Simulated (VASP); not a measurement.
## AgCl: single point with LDA

Crystal: AgCl.

```xyz
2
Lattice="-0.0134 2.6704 2.6704 2.6704 -0.0134 2.6704 2.6704 2.6704 -0.0134" Properties=species:S:1:pos:R:3 pbc="T T T"
Ag    0.0000    0.0000    0.0000
Cl    2.6637    2.6637    2.6637
```

This cell differs from its parent crystal: equal xy, yz and zx engineering shears of -0.5 %.

```
Program             : VASP 6.6.1
Task                : single point
Functional          : LDA
Potentials or basis : VASP PAW LDA potentials, release 64 (Ag, Cl)
Cutoff              : 520 eV
k mesh              : 8 × 8 × 8
Occupations         : gaussian, width 0.01 eV
Spin                : non-collinear spin, zero start, spin-orbit coupling
Starting moments    : [[0.0, 0.0, 0.0], [0.0, 0.0, 0.0]] μB
```

* Pressure: 0.0 GPa
* Net moment: 0.00 μB per cell
* Valence electrons inside the program's atomic spheres: Ag 9.78; Cl 5.05

Moments on the atoms (μB; x, y, z):
```
Ag  0.00 0.00 0.00
Cl  0.00 0.00 0.00
```

It took 3.3 min on 1 thread of Intel Xeon 8259CL, with other jobs on the host, peak memory 0.27 GiB.

Caveat: the cell differs from its parent crystal (equal xy, yz and zx engineering shears of -0.5 %).
